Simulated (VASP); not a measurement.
# Nb in VASP: notebook

Runs on Nb. Level: LDA. Tasks: single point.

Everything below comes from runs of VASP 6.6.1. Logs are shortened: lines on timing, memory, paths and dates and some standing lists are left out, and cuts for length are marked.

## (1) The cell of the first run

The cell holds a slab with vacuum, 16 atoms: a = 6.600 Å, b = 6.600 Å, c = 15.950 Å, α = 90.00°, β = 90.00°, γ = 90.00°.

## (2) Single point, LDA

INCAR reads:

```
SYSTEM = Nb
ALGO = Normal ; EDIFF = 1E-6
ENCUT = 520 ; GGA = CA
ISIF = 2 ; ISMEAR = -1
LASPH = .TRUE. ; LCHARG = .FALSE.
LREAL = Auto ; LWAVE = .FALSE.
NBANDS = 118 ; NELM = 100
PREC = Accurate ; SIGMA = 0.1
```

KPOINTS reads:

```
k-points
0
G
  3 3 1
  0 0 0
```

POSCAR reads:

```
Nb
1.0
    6.6000000000      0.0000000000      0.0000000000
    0.0000000000      6.6000000000      0.0000000000
    0.0000000000      0.0000000000     15.9500000000
Nb
16
Direct
    0.2500000000      0.2500000000      0.0626959248
    0.7500000000      0.2500000000      0.0626959248
    0.2500000000      0.7500000000      0.0626959248
    0.7500000000      0.7500000000      0.0626959248
    0.0315606061      0.0276212121      0.1504137931
    0.5190909091     -0.0025000000      0.1630721003
    0.0009393939      0.5083939394      0.1504576803
    0.5206969697      0.4938484848      0.1528714734
    0.2510757576      0.2930303030      0.2637617555
    0.7682424242      0.2733787879      0.2466645768
    0.2833181818      0.7601212121      0.2542758621
    0.7707878788      0.7575606061      0.2497993730
    0.0494393939     -0.0149242424      0.3574608150
    0.5683636364      0.0061818182      0.3356551724
    0.0339242424      0.5348636364      0.3488025078
    0.5445757576      0.5043939394      0.3514169279
```

Potentials or basis: VASP PAW LDA potentials, release 64 (Nb_sv).

Command:

```bash
$ cat potpaw_LDA.64/Nb_sv/POTCAR > POTCAR
$ mpirun -np 1 vasp_std > vasp.out
```

OUTCAR:

```text
SYSTEM = Nb
   EDIFF = 1E-6
   ENCUT = 520
   GGA = CA
   ISIF = 2
   ISMEAR = -1
   LASPH = .TRUE.
   LREAL = Auto
   NELM = 100
   PREC = Accurate

 ion  position               nearest neighbor table
   1  0.250  0.250  0.063-   5 2.49   7 2.75   8 2.80   6 2.91
   2  0.750  0.250  0.063-   8 2.64   5 2.75   7 2.76   6 2.77  10 2.94
   3  0.250  0.750  0.063-   7 2.68   5 2.72   8 2.85   6 2.90
   4  0.750  0.750  0.063-   8 2.69   7 2.69   6 2.75   5 2.96  12 2.99
   5  0.032  0.028  0.150-   1 2.49   3 2.72   2 2.75  10 2.83   9 2.90  11 2.94  12 2.94   4 2.96

   6  0.519  0.998  0.163-  11 2.64  12 2.68   4 2.75   2 2.77  14 2.77  10 2.79   3 2.90   1 2.91

   7  0.001  0.508  0.150-  10 2.67   3 2.68   4 2.69  12 2.74   1 2.75   2 2.76   9 2.83  11 3.00

   8  0.521  0.494  0.153-   2 2.64  10 2.65   4 2.69   1 2.80   9 2.84   3 2.85  12 2.85  11 2.86

   9  0.251  0.293  0.264-  15 2.54  16 2.77   7 2.83   8 2.84  13 2.85   5 2.90  14 3.05
  10  0.768  0.273  0.247-  14 2.62   8 2.65   7 2.67  16 2.70   6 2.79   5 2.83   2 2.94  15 2.95

  11  0.283  0.760  0.254-   6 2.64  15 2.68  13 2.70  14 2.80   8 2.86  16 2.87   5 2.94   7 3.00

  12  0.771  0.758  0.250-  14 2.52   6 2.68   7 2.74  16 2.77  15 2.77   8 2.85  13 2.93   5 2.94
                             4 2.99
  13  0.049  0.985  0.357-  11 2.70   9 2.85  12 2.93  15 2.98
  14  0.568  0.006  0.336-  12 2.52  10 2.62   6 2.77  11 2.80   9 3.05
  15  0.034  0.535  0.349-   9 2.54  11 2.68  12 2.77  10 2.95  13 2.98
  16  0.545  0.504  0.351-  10 2.70  12 2.77   9 2.77  11 2.87

  LATTYP: Found a simple tetragonal cell.
 ALAT       =     6.6000000000
 C/A-ratio  =     2.4166666667

  Lattice vectors:

 A1 = (   6.6000000000,   0.0000000000,   0.0000000000)
 A2 = (   0.0000000000,   6.6000000000,   0.0000000000)
 A3 = (   0.0000000000,   0.0000000000,  15.9500000000)

Analysis of symmetry for initial positions (statically):
=====================================================================
 Subroutine PRICEL returns:
 Original cell was already a primitive cell.

 Routine SETGRP: Setting up the symmetry group for a
 simple tetragonal supercell.

 Subroutine GETGRP returns: Found  1 space group operations
 (whereof  1 operations were pure point group operations)
 out of a pool of 16 trial point group operations.

The static configuration has the point symmetry C_1 .

Analysis of symmetry for dynamics (positions and initial velocities):
=====================================================================
 Subroutine PRICEL returns:
 Original cell was already a primitive cell.

 Routine SETGRP: Setting up the symmetry group for a
 simple tetragonal supercell.
[... 121 lines left out ...]
   POTIM  = 0.5000    time-step for ionic-motion
   TEBEG  =    0.0;   TEEND  =   0.0 temperature during run
   PSTRESS=    0.0 pullay stress
   NELECT =     208.0000    total number of electrons
   NUPDOWN=      -1.0000    fix difference up-down
   EMIN   =  10.00;   EMAX   =-10.00  energy-range for DOS
   EFERMI =   0.00;   METHOD = LEGACY
   ISMEAR =    -1;   SIGMA  =   0.10  broadening in eV -4-tet -1-fermi 0-gaus
   EFERMI_NEDOS =   21; number of points for ismear=-14 and -15
   IALGO  =     38    algorithm
   IMIX   =      4    mixing-type and parameters
     AMIX     =   0.40;   BMIX     =  1.00
     AMIX_MAG =   1.60;   BMIX_MAG =  1.00
  volume/ion in A,a.u.               =      43.42       293.04
  Fermi-wavevector in a.u.,A,eV,Ry     =   1.095166  2.069563 16.318657  1.199387
  Thomas-Fermi vector in A             =   2.231484
   LORBIT       =      0    0 simple, 1 ext, 2 COOP (PROOUT), +10 PAW based schemes
   GGA     = CA    functional components
   LHFCALC =     F    Hartree Fock is set to
   AEXX    =    0.0000 exact exchange contribution
   IVDW    =     0    specifies the selected vdW correction
   LEPSILON=     F    determine dielectric tensor
   LRPA    =     F    only Hartree local field effects (RPA)
 non-spin polarized calculation
  energy-cutoff  :      520.00
  volume of cell :      694.78
 maximum number of plane-waves:     18755
 NGX is ok and might be reduce to    50
   NGX = 25   NGY = 25   NGZ = 59

 number of electron     208.0000007 magnetization

 Free energy of the ion-electron system (eV)
  ---------------------------------------------------
  ext. energy  EPLUGINS =         0.00000000
  ---------------------------------------------------
  free energy    TOTEN  =      -163.06238358 eV

  energy without entropy =     -162.24349222  energy(sigma->0) =     -162.65293790

 E-fermi :   2.5666     XC(G=0):  -6.5936

 val. band max:        2.5571166507   @ k =   0.0000   0.0000   0.0000
 cond. band min:       2.5681478853   @ k =   0.0000   0.3333   0.0000
 fundamental gap:      0.0110312345
 Fermi energy:         2.5665917291

 k-point     1 :       0.0000    0.0000    0.0000
  band No.  band energies     occupation
      1     -52.0703      2.00000
      2     -52.0476      2.00000
      3     -51.9937      2.00000
      4     -51.9819      2.00000
      5     -51.9577      2.00000
      6     -51.9239      2.00000
[... 584 lines left out ...]
    115       3.1684      0.00486
    116       3.2668      0.00182
 [bands above 116 left out]

------------------------ aborting loop because EDIFF is reached ----------------------------------------

  FORCE on cell =-STRESS in cart. coord.  units (eV):
  Direction    XX          YY          ZZ          XY          YZ          ZX
  --------------------------------------------------------------------------------------
  -------------------------------------------------------------------------------------
  Total      -16.0778841    -14.6651867      1.5248007      0.5090995     -1.5448418     -1.6976611
  in kB      -37.0758331    -33.8181323      3.5162126      1.1739909     -3.5624275     -3.9148311
  external PRESSURE =     -22.4592510 kB  Pullay stress =       0.0000000 kB

 VOLUME and BASIS-vectors are now :
 -----------------------------------------------------------------------------
  energy-cutoff  :      520.00
  volume of cell :      694.78
      direct lattice vectors                 reciprocal lattice vectors
     6.600000000  0.000000000  0.000000000     0.151515152  0.000000000  0.000000000
     0.000000000  6.600000000  0.000000000     0.000000000  0.151515152  0.000000000
     0.000000000  0.000000000 15.950000000     0.000000000  0.000000000  0.062695925

 POSITION                                       TOTAL-FORCE (eV/Angst)
 -----------------------------------------------------------------------------------
      1.65000      1.65000      1.00000         0.436206      0.214167     -0.009431
      4.95000      1.65000      1.00000        -0.029721     -0.180562     -0.108728
      1.65000      4.95000      1.00000         0.162229      0.017132      0.356026
      4.95000      4.95000      1.00000         0.124186      0.128368     -0.157657
      0.20830      0.18230      2.39910        -0.793380     -1.278784      0.476717
      3.42600      6.58350      2.60100        -0.522602      1.011292     -1.837661
[... 8 lines left out ...]
      0.22390      3.53010      5.56340        -0.409679      0.471359      0.320521
      3.59420      3.32900      5.60510        -0.161306      0.042591     -0.490790
 -----------------------------------------------------------------------------------
    total drift:                                0.001473     -0.001671      0.006884

  FREE ENERGIE OF THE ION-ELECTRON SYSTEM (eV)
  ---------------------------------------------------
  free  energy   TOTEN  =      -163.0623835786 eV

  energy  without entropy=     -162.2434922172  energy(sigma->0) =     -162.65293790
```

OSZICAR:

```text
N       E                     dE             d eps       ncg     rms          rms(c)
DAV:   1     0.285197390294E+04    0.28520E+04   -0.11333E+05  1428   0.166E+03
DAV:   2     0.131619900329E+03   -0.27204E+04   -0.26649E+04  1500   0.786E+02
DAV:   3    -0.146470666827E+03   -0.27809E+03   -0.27043E+03  1872   0.167E+02
DAV:   4    -0.179506231934E+03   -0.33036E+02   -0.32147E+02  2016   0.607E+01
[... 22 lines left out ...]
DAV:  27    -0.163062366678E+03   -0.28737E-04   -0.55480E-06   984   0.905E-03    0.405E-03
DAV:  28    -0.163062377340E+03   -0.10662E-04   -0.20897E-06   856   0.807E-03    0.254E-03
DAV:  29    -0.163062382205E+03   -0.48653E-05   -0.18609E-06   888   0.412E-03    0.182E-03
DAV:  30    -0.163062383263E+03   -0.10576E-05   -0.65811E-07   776   0.465E-03    0.101E-03
DAV:  31    -0.163062383579E+03   -0.31576E-06   -0.45444E-07   736   0.300E-03
   1 F= -.16306238E+03 E0= -.16265294E+03  d E =-.818891E+00
```

stdout:

```text
POSCAR found type information on POSCAR Nb
 POSCAR found :  1 types and      16 ions
 scaLAPACK will be used
 LDA part: xc-table for (Slater(with rela. corr.)+CA(PZ))
 , standard interpolation
 POSCAR, INCAR and KPOINTS ok, starting setup
 FFT: planning ... GRIDC
 FFT: planning ... GRID_SOFT
 FFT: planning ... GRID
 WAVECAR not read
 entering main loop
```

Wall time 19 min (1 thread of Intel Xeon Platinum 8375C at 2.90GHz (Ice Lake), shared host); peak memory 0.62 GiB.

What came out:

| Property | Result |
| --- | --- |
| Free energy | -163.0624 eV |
| Largest force | 2.162 eV/Å |
| Band gap on the k mesh | zero (band 104 reaches 2.60 eV, above the bottom of band 105 at 2.57 eV) |

Forces in eV/Å, atoms in the order of the input:
```
Nb   0.436  0.214 -0.009
Nb  -0.030 -0.181 -0.109
Nb   0.162  0.017  0.356
Nb   0.124  0.128 -0.158
Nb  -0.793 -1.279  0.477
Nb  -0.523  1.011 -1.838
Nb   1.069  0.717 -0.213
Nb  -1.238  0.952 -0.476
Nb   0.936 -1.824 -0.358
Nb   0.758 -0.464  1.640
Nb  -0.843  0.030  0.360
Nb   1.188 -0.231  0.534
Nb  -0.315 -0.014 -1.116
Nb  -0.360  0.408  1.078
Nb  -0.410  0.471  0.321
Nb  -0.161  0.043 -0.491
```

## (3) Single point, LDA

INCAR reads:

```
SYSTEM = Nb
PREC = Accurate
ENCUT = 520
EDIFF = 1E-6
ISMEAR = -1
SIGMA = 0.1
LREAL = Auto
LASPH = .True.
NELM = 100
ALGO = Normal
ISIF = 2
LWAVE = .False.
LCHARG = .False.
NBANDS = 118
```

KPOINTS reads:

```
regular mesh
0
Gamma
  3 3 1
  0 0 0
```

POSCAR reads:

```
Nb
1.0
    6.6000000000      0.0000000000      0.0000000000
    0.0000000000      6.6000000000      0.0000000000
    0.0000000000      0.0000000000     15.9500000000
Nb
16
Direct
    0.2500000000      0.2500000000      0.0626959248
    0.7500000000      0.2500000000      0.0626959248
    0.2500000000      0.7500000000      0.0626959248
    0.7500000000      0.7500000000      0.0626959248
   -0.0051818182     -0.0342575758      0.1496551724
    0.4814090909     -0.0184545455      0.1497178683
    0.0103787879      0.4988030303      0.1650909091
    0.5316060606      0.4966969697      0.1470094044
    0.2764393939      0.2336363636      0.2595485893
    0.7411666667      0.2525151515      0.2556739812
    0.2549696970      0.7131515152      0.2581191223
    0.7273939394      0.7563939394      0.2567648903
   -0.0082878788      0.0016212121      0.3405768025
    0.4341212121     -0.0084090909      0.3514420063
    0.0121515152      0.4676666667      0.3767962382
    0.5452272727      0.4934696970      0.3578119122
```

Potentials or basis: VASP PAW LDA potentials, release 64 (Nb_sv).

Command:

```bash
$ cat potpaw_LDA.64/Nb_sv/POTCAR > POTCAR
$ mpirun -np 1 vasp_std > vasp.out
```

Run time: 11 min. Hardware: 1 thread of Intel Xeon 6975P-C (Granite Rapids), shared host; peak memory 0.62 GiB.

Results (log left out):

```
Free energy            : -162.5070 eV
Largest force          : 2.197 eV/Å
Band gap on the k mesh : zero (band 104 reaches 2.66 eV, above the bottom of band 105 at 2.45 eV)
```

Forces on the atoms (eV/Å):
```
Nb  -0.200 -0.199  0.540
Nb   0.683 -0.162  0.413
Nb  -0.206 -0.718 -0.061
Nb   0.254 -0.203 -0.261
Nb  -0.103  1.853  0.749
Nb   1.037  0.979  0.280
Nb  -0.075 -0.824 -0.990
Nb  -1.873 -0.367  0.872
Nb  -1.743  1.115 -0.740
Nb   0.776 -0.461  0.179
Nb  -0.499  0.485  0.513
Nb   1.290 -0.791  0.458
Nb   0.087  0.066  0.249
Nb   0.845 -0.673  0.286
Nb  -0.224 -0.062 -2.142
Nb  -0.051 -0.038 -0.345
```

Levels at points of the mesh, in eV from the Fermi level:
| k point | band 101 | band 102 | band 103 | band 104 | band 105 | band 106 | band 107 | band 108 |
| --- | --- | --- | --- | --- | --- | --- | --- | --- |
| (0.00, 0.00, 0.00) | -0.11 | 0.06 | 0.08 | 0.10 | 0.17 | 0.23 | 0.27 | 0.36 |
